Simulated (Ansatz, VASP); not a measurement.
## Ru: VASP beside Ansatz

File INCAR:

```
SYSTEM = Ru
PREC = Accurate
ENCUT = 520
EDIFF = 1E-6
ISMEAR = 0
SIGMA = 0.15
LREAL = .FALSE.
LASPH = .TRUE.
NELM = 80
ALGO = Fast
ISIF = 2
LWAVE = .FALSE.
LCHARG = .FALSE.
GGA = PE
NBANDS = 21
```

File KPOINTS:

```
Automatic mesh
0
G
  24 24 14
  0 0 0
```

POSCAR

```
Ru
1.0
    2.7200250909      0.0000000000      0.0000000000
   -1.3600125454      2.3556108276      0.0000000000
    0.0000000000      0.0000000000      4.5116079713
Ru
2
Direct
    0.3333333333      0.6666666667      0.2500000000
    0.6666666667      0.3333333333      0.7500000000
```

Input for Ansatz:

```yaml
crystal:
  lattice:
    - [2.7200250909, 0.0, 0.0]
    - [-1.3600125454, 2.3556108276, 0.0]
    - [0.0, 0.0, 4.5116079713]
  atoms:
    - { symbol: Ru, position: [0.3333333333, 0.6666666667, 0.25] }
    - { symbol: Ru, position: [0.6666666667, 0.3333333333, 0.75] }
basis:
  ecutwfc: 420
kpoints:
  mp_grid: { grid: [24, 24, 14] }
hamiltonian:
  xc: pbe
scf:
  occupations: { method: gaussian, width: 0.15 }
output:
  forces: true
  stress: true
  eigenvalues: true
```

Change from the starting cell: strain +0.000 along x and y, +0.050 along z, atoms carried along.

Alike in both runs: task single point; functional PBE; k mesh 24 × 24 × 14; occupations gaussian, width 0.15 eV; no spin polarisation.

|  | VASP | Ansatz |
| --- | --- | --- |
| version | VASP 6.6.1 | Ansatz 0.2.0 |
| potentials or method | VASP PAW PBE potentials, release 64 (Ru_pv), cutoff 520 eV | scalar-relativistic, plane waves, PAW |
| valence electrons in the cell | 28 | 32 |

|  | VASP | Ansatz | Ansatz less VASP |
| --- | --- | --- | --- |
| gap on the k mesh at the Fermi level (eV) | none | none | - |
| pressure (GPa) | -13.3 | -13.2 | +0.12 |
| traceless stress, the component that is largest in VASP (GPa) | -13.10 | -13.13 | -0.025 |

A gap of «none» marks a metal or a gap that the smearing closes. With one functional, cell and mesh, what is left measures potentials, basis and numerics. VASP's potentials hold 28 valence electrons a cell and Ansatz's 32, so a difference there can come from the potentials and not from the codes.
